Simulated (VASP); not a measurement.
A run of VASP 6.6.1:

INCAR

```
SYSTEM = Cu2H3
  PREC = Accurate
  ENCUT = 600
  EDIFF = 1E-6
  ISMEAR = 0
  SIGMA = 0.1
  LREAL = .False.
  LASPH = .True.
  NELM = 80
  ALGO = Normal
  ISIF = 3
  LWAVE = .False.
  LCHARG = .False.
  GGA = PE
  IBRION = 2
  NSW = 100
  EDIFFG = -0.01
```

KPOINTS

```
Automatic mesh
0
Gamma
  12 12 12
  0 0 0
```

Contents of POSCAR:

```
Cu2H3
1.0
    2.2113035819      1.2766967183      2.2315893844
   -2.2113035819      1.2766967183      2.2315893844
    0.0000000000     -2.5533934365      2.2315893844
Cu H
2 3
Direct
    0.1931698090      0.1931698090      0.1931698090
    0.8068301910      0.8068301910      0.8068301910
    0.0000000000      0.3184596547      0.6815403453
    0.6815403453      0.0000000000      0.3184596547
    0.3184596547      0.6815403453      0.0000000000
```

Potentials or basis: VASP PAW PBE potentials, release 64 (Cu, H).

Launch:

```sh
$ cat potpaw_PBE.64/Cu/POTCAR potpaw_PBE.64/H/POTCAR > POTCAR
$ mpirun -np 1 vasp_std > vasp.out
```

Hardware: 1 thread of Intel(R) Xeon(R) Platinum 8488C (Sapphire Rapids), with other jobs on the host.

Problem. How long does it take, and how much memory?

Solution. Wall time 2.8 min on 1 thread of Intel(R) Xeon(R) Platinum 8488C (Sapphire Rapids), on a shared host, peak memory 0.26 GiB. Counts: scf iterations 29, k points 189, ion steps 4.
